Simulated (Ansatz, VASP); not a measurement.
**GaAs: VASP beside Ansatz**

```xyz
2
Lattice="0.0000 2.8268 2.8268 2.8268 0.0000 2.8268 2.8268 2.8268 0.0000" Properties=species:S:1:pos:R:3 pbc="T T T"
As    4.2403    4.2403    4.2403
Ga    0.0000    0.0000    0.0000
```

Alike in both runs: task relaxation of cell and atoms; functional BLYP; k mesh 8 × 8 × 8; occupations fermi-dirac, width 0.05 eV; no spin polarisation.

```csv
,VASP,Ansatz
version,VASP 6.6.1,Ansatz 0.2.0
potentials or method,"VASP PAW PBE potentials, release 64 (As, Ga_d)",Ansatz PAW
plane-wave cutoff (eV),600,420
valence electrons in the cell,18,28
```

VASP gave:

| Property | Result |
| --- | --- |
| relaxed volume (Å³/atom) | 25.22 |
| relaxed cell length with the largest relative difference (Å) | 4.147 |

Task: Which values does Ansatz return?

Result: Relaxed volume (Å³/atom): 25.14; relaxed cell length with the largest relative difference (Å): 4.143.

VASP's potentials were made for PBE, not for BLYP. VASP's potentials hold 18 valence electrons a cell and Ansatz's 28, so a difference there can come from the potentials and not from the codes.

Noted on Ansatz's run: the plane-wave basis is chosen anew once the cell has moved, so the energies of steps on either side of that aren't comparable.
